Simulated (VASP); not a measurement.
## Hf: single point with PBE

Hf:

```
Hf
1.0
     2.26856    0.00000    0.00000
    -1.13428    1.96463    0.00000
     0.00000    0.00000    2.17968
Hf
1
Direct
  0.00000 0.00000 0.00000
```

| Property | Result |
| --- | --- |
| Program | VASP 6.6.1 |
| Task | single point |
| Functional | PBE |
| Potentials or basis | VASP PAW PBE potentials, release 64 (Hf_pv) |
| Cutoff | 520 eV |
| k mesh | 19 × 19 × 18 |
| Occupations | fermi-dirac, width 0.08 eV |
| Spin | no spin polarisation |

```
Pressure               : 418.2 GPa
Band gap on the k mesh : zero (band 5 reaches 15.67 eV, above the bottom of band 6 at 10.77 eV)
```

Stress tensor (GPa, compression positive):
```
419.00   0.00   0.00
  0.00 419.00   0.00
  0.00   0.00 416.55
```

Levels at points of the mesh, in eV from the Fermi level:
```csv
k point,band 2,band 3,band 4,band 5,band 6,band 7,band 8,band 9
"(0.00, 0.00, 0.00)",-26.78,-26.78,-7.43,-5.85,1.11,1.11,14.75,15.45
"(0.00, 0.00, 0.50)",-25.86,-25.86,-2.46,3.41,3.41,4.22,6.31,6.31
```

Run time: 46 s on 1 thread of Intel Xeon 8259CL (shared host), peak memory 0.16 GiB.

Caveat: spin-orbit coupling is left out, which moves the levels of the heavy elements.
